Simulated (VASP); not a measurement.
Input of a VASP 6.6.1 run:

File INCAR:

```
SYSTEM = V4Bi4O15
ALGO = Normal ; EDIFF = 1E-6
ENCUT = 520 ; GGA = PE
ISIF = 2 ; ISMEAR = 0
LASPH = .True. ; LCHARG = .True.
LELF = .True. ; LREAL = Auto
LVHAR = .True. ; LWAVE = .False.
NBANDS = 118 ; NELECT = 200.0
NELM = 60 ; PREC = Accurate
SIGMA = 0.02
```

KPOINTS

```
Automatic mesh
0
Gamma
  2 2 2
  0.5 0.5 0.5
```

The input POSCAR:

```
V4Bi4O15
1.0
   -2.5834678445     -2.5834678445      5.8874966706
   -2.5834678445     -2.5834678445     -5.8874966706
    5.1669356890     -5.1669356890      0.0000000000
V Bi O
4 4 15
Direct
    0.0169516551     -0.0645692402      0.4142773645
    0.4878336871      0.5018846504      0.0093452876
    0.4865561709      0.0096789585      0.7462062104
   -0.0136144156      0.4734885350      0.2825336114
   -0.0230235915      0.0065813509     -0.0380134400
    0.4613538634      0.4937265357      0.5224689569
    0.5127966137     -0.0029387098      0.2481671105
   -0.0109010426      0.5272699623      0.7930016448
    1.2649394917      0.1321665368      0.4623340881
    0.4460354144      0.6332917411      0.1932801297
    0.2232701220      0.8732008505      0.8396366359
    0.7249403309      0.3655344377      0.3394076500
    0.5906095494      0.2805346395      0.7127036645
    0.0905524011      0.7644965614      0.2740768582
    0.8632012556      0.0068806015      0.2608878030
    0.3378052948      0.5034296772      0.8126852651
    0.6490258414      0.9862819132      0.9157466407
    0.1112470560      0.4299872787      0.4702364508
    0.8822025034      0.8144708302      0.6035056729
    0.3915355781      0.2427866193      0.0724663558
    0.5006640203      0.8820454674      0.5460146342
    0.0076937504      0.3812294181      0.0662407122
    0.7755832268      0.6399712605      0.9667073098
```

Potentials or basis: VASP PAW PBE potentials, release 64 (V_sv, Bi_d, O).

Launch:

```bash
$ cat potpaw_PBE.64/V_sv/POTCAR potpaw_PBE.64/Bi_d/POTCAR potpaw_PBE.64/O/POTCAR > POTCAR
$ mpirun -np 1 vasp_std > vasp.out
```

Q: Predict the largest force.

A: 0.294 eV/Å.

Forces on the atoms (eV/Å):
```
V   -0.035  0.103  0.044
V   -0.143 -0.005 -0.010
V    0.059  0.044 -0.019
V   -0.105 -0.048 -0.001
Bi  -0.003 -0.053  0.038
Bi  -0.038 -0.024 -0.002
Bi  -0.016  0.020 -0.020
Bi  -0.019  0.028 -0.040
O   -0.004 -0.133 -0.013
O    0.068 -0.120 -0.095
O    0.049  0.007 -0.046
O    0.121  0.070 -0.120
O   -0.122 -0.087 -0.092
O   -0.150  0.049  0.024
O   -0.014  0.033 -0.093
O   -0.034  0.055 -0.057
O    0.038 -0.102  0.077
O    0.043 -0.144  0.010
O    0.271  0.065  0.094
O    0.170  0.077  0.099
O   -0.066  0.096  0.072
O   -0.058  0.114  0.102
O   -0.015 -0.043  0.049
```

Caveat: the cell carries a net charge on a neutralising background, which shifts energy and pressure.
